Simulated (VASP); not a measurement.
Input of a VASP 6.6.1 run:

The input INCAR:

```
SYSTEM = Ti
PREC = Accurate
ENCUT = 520
EDIFF = 1E-7
ISMEAR = 0
SIGMA = 0.15
LREAL = .FALSE.
LASPH = .TRUE.
NELM = 100
ALGO = Fast
ISIF = 2
LWAVE = .FALSE.
LCHARG = .FALSE.
GGA = PS
NBANDS = 19
```

Contents of KPOINTS:

```
regular mesh
0
G
  24 24 14
  0 0 0
```

The input POSCAR:

```
Ti
1.0
    3.0164526083      0.0000000000      0.0000000000
   -1.5082263041      2.6123245881      0.0000000000
    0.0000000000      0.0000000000      4.2237112111
Ti
2
Direct
    0.3333333333      0.6666666667      0.2500000000
    0.6666666667      0.3333333333      0.7500000000
```

Potentials or basis: VASP PAW PBE potentials, release 64 (Ti_sv).

The run is started by

```sh
$ cat potpaw_PBE.64/Ti_sv/POTCAR > POTCAR
$ mpirun -np 1 vasp_std > vasp.out
```

Problem. Estimate the band gap on the k mesh.

Solution. Zero (bands 12 and 13 overlap by 1.06 eV).

Problem. Predict the pressure.

Solution. 0.6 GPa.

Stress tensor (GPa, compression positive):
```
-3.30  0.00  0.00
 0.00 -3.30  0.00
 0.00  0.00  8.55
```

Caveat: the cell differs from its parent crystal (strain +0.040 along x and y, -0.080 along z); the PAW data sets were made with another functional, which shifts forces and pressure a little.
